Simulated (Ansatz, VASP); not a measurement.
**Ti in VASP and in Ansatz**

File INCAR:

```
PREC = Accurate
ENCUT = 400
EDIFF = 1E-8
ISMEAR = -1
SIGMA = 0.05
LREAL = F
LASPH = T
NELM = 120
ALGO = Normal
ISIF = 2
LWAVE = F
LCHARG = F
GGA = CA
LEFG = T
NBANDS = 12
GGA_COMPAT = F
```

Contents of KPOINTS:

```
regular mesh
0
Gamma
  15 15 15
```

File POSCAR:

```
Ti
1.0
    0.0000000000      2.0163754284      2.0163754284
    2.0163754284      0.0000000000      2.0163754284
    2.0163754284      2.0163754284      0.0000000000
Ti
1
Direct
    0.0000000000      0.0000000000      0.0000000000
```

Input for Ansatz:

```yaml
crystal:
  lattice:
    - [0.0, 2.0163754284, 2.0163754284]
    - [2.0163754284, 0.0, 2.0163754284]
    - [2.0163754284, 2.0163754284, 0.0]
  atoms:
    - { symbol: Ti, position: [0.0, 0.0, 0.0] }
kpoints:
  mp_grid: { grid: [15, 15, 15] }
scf:
  occupations: { method: fermi_dirac, width: 0.05 }
hamiltonian:
  xc: lda
  pseudopotentials: { kind: paw }
output:
  forces: true
  stress: true
  eigenvalues: true
  efg: { contact_densities: true }
```

Change from the starting cell: volume scaled by 0.98, PAW files.

Alike in both runs: task electric field gradients; functional LDA; k mesh 15 × 15 × 15; occupations fermi-dirac, width 0.05 eV; no spin polarisation.

```csv
,VASP,Ansatz
version,VASP 6.6.1,Ansatz 0.2.0
potentials or method,"VASP PAW LDA potentials, release 64 (Ti_sv)","PAW with Ansatz's default frozen-core files, scalar-relativistic"
plane-wave cutoff (eV),400,420
valence electrons in the cell,12,12
```

Ansatz gave:

```
pressure (GPa) : -2.6
```

Task: Which values does VASP return?

Result: Pressure (GPa): -3.5.

LDA's correlation is that of Perdew and Zunger in VASP and of Perdew and Wang (1992) in Ansatz.
